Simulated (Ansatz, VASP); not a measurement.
# One calculation of Mn, two programs

```
CELL_PARAMETERS angstrom
-1.39751 1.39751 1.39751
1.39751 -1.39751 1.39751
1.39751 1.39751 -1.39751
ATOMIC_POSITIONS crystal
Mn 0.00000 0.00000 0.00000
```

Alike in both runs: functional PBE; k mesh 15 × 15 × 15; occupations fermi-dirac, width 0.05 eV; collinear spin.

Ansatz relaxed the structure, and its values are those at the end. VASP's run is a single point on that final structure, the one shown.

|  | VASP | Ansatz |
| --- | --- | --- |
| version | VASP 6.6.1 | Ansatz 0.2.0 |
| potentials or method | VASP PAW PBE potentials, release 64 (Mn_pv), cutoff 520 eV | plane waves (420 eV) with PAW, scalar-relativistic |
| valence electrons in the cell | 13 | 15 |

```tsv
	VASP	Ansatz	Ansatz less VASP
pressure (GPa)	0.1	0.0	-0.05
net moment per atom (μB)	0.81	0.81	-0.008
size of the moment on the site where the two differ most (μB)	0.81	0.80	-0.011
```

Site moments also hang on the region over which each program counts them. With one functional, cell and mesh, what is left measures potentials, basis and numerics. VASP's potentials hold 13 valence electrons a cell and Ansatz's 15, so a difference there can come from the potentials and not from the codes.
